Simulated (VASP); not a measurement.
Wanted: the native input for a VASP 6.6.1 run.

| Item | Value |
| --- | --- |
| Task | single point |
| Functional | PBE |
| Potentials or basis | VASP PAW PBE potentials, release 64 (V_sv, Sb, S) |
| Cutoff | 520 eV |
| k mesh | 6 × 6 × 2 |
| Occupations | gaussian, width 0.1 eV |
| Spin | collinear spin, ferromagnetic start |
| Starting moments | [2.0, 0.0, 0.0] μB |
| Dipole correction | no |
| Further INCAR settings | ALGO = Normal; EDIFF = 1e-06; NBANDS = 23 |

The structure of VSbS lies in POSCAR:

```
VSbS
1.0
    3.1124744600      0.0000000000      0.0000000000
    0.0000000000      3.1124744600      0.0000000000
    0.0000000000      0.0000000000      8.3085173300
V Sb S
1 1 1
Direct
    0.0000000000      0.0000000000      0.5000000000
    0.0000000000      0.0000000000      0.0000000000
    0.5000000000      0.5000000000      0.5000000000
```

The input as run:

INCAR

```
SYSTEM = VSbS
PREC = Accurate
ENCUT = 520
EDIFF = 1E-6
ISMEAR = 0
SIGMA = 0.1
LREAL = .FALSE.
LASPH = .TRUE.
NELM = 150
ALGO = Normal
ISIF = 2
LWAVE = .FALSE.
LCHARG = .FALSE.
ISPIN = 2
MAGMOM = 2 0 0
LORBIT = 11
LMAXMIX = 4
GGA = PE
NBANDS = 23
```

KPOINTS

```
Automatic mesh
0
G
  6 6 2
  0 0 0
```

Potentials or basis: VASP PAW PBE potentials, release 64 (V_sv, Sb, S).

The run is started by

```console
$ cat potpaw_PBE.64/V_sv/POTCAR potpaw_PBE.64/Sb/POTCAR potpaw_PBE.64/S/POTCAR > POTCAR
$ mpirun -np 1 vasp_std > vasp.out
```

It gave:

```
Pressure                                              : 7.1 GPa
Net moment                                            : 2.13 μB per cell
Site moments                                          : V +1.93; Sb -0.06; S -0.06 μB
Valence electrons inside the program's atomic spheres : V 11.74; Sb 2.33; S 3.87
```

Caveat: the k points lie up to 0.38 Å⁻¹ apart.

Run time: 92 s on 1 thread of Oxide Virtual Turin-like Processor, on a shared host, peak memory 0.21 GiB.
